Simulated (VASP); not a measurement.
Runs of VASP 6.6.1 on Si7Ge. The structure is that of space group P-42m (No. 111), or close to it. The cells are those of the table. 

```csv
cell,gap on the mesh (eV),pressure (GPa),largest force (eV/Å)
"a = 5.468, b = 5.468, c = 5.741 Å, 8 atoms",0.51,-4.3,0.03
"a = 5.741, b = 5.741, c = 5.195 Å, 8 atoms",none,-4.3,0.04
"a = 5.741, b = 5.741, c = 5.331 Å, 8 atoms",(b),-6.0,0.03
"a = 5.605, b = 5.605, c = 5.195 Å, 8 atoms",none,(a),0.03
"a = 5.605, b = 5.605, c = 5.331 Å, 8 atoms",0.26,-2.4,0.03
```

Alike in all rows: task single point; level r2SCAN; potentials or basis VASP PAW PBE potentials, release 64 (Si, Ge_d); no spin polarisation; k mesh 6 × 6 × 6; cutoff (eV) 520; smearing gaussian 0.05 eV.

Question: Estimate the missing entries.

Answer: (a) -0.2; (b) 0.11.

Caveats: the PAW data sets were made with another functional, which shifts forces and pressure a little.

A k mesh can miss the band edges, and the runs leave out spin-orbit coupling on Ge.

A gap of «none» marks levels without a gap at the run's occupations.
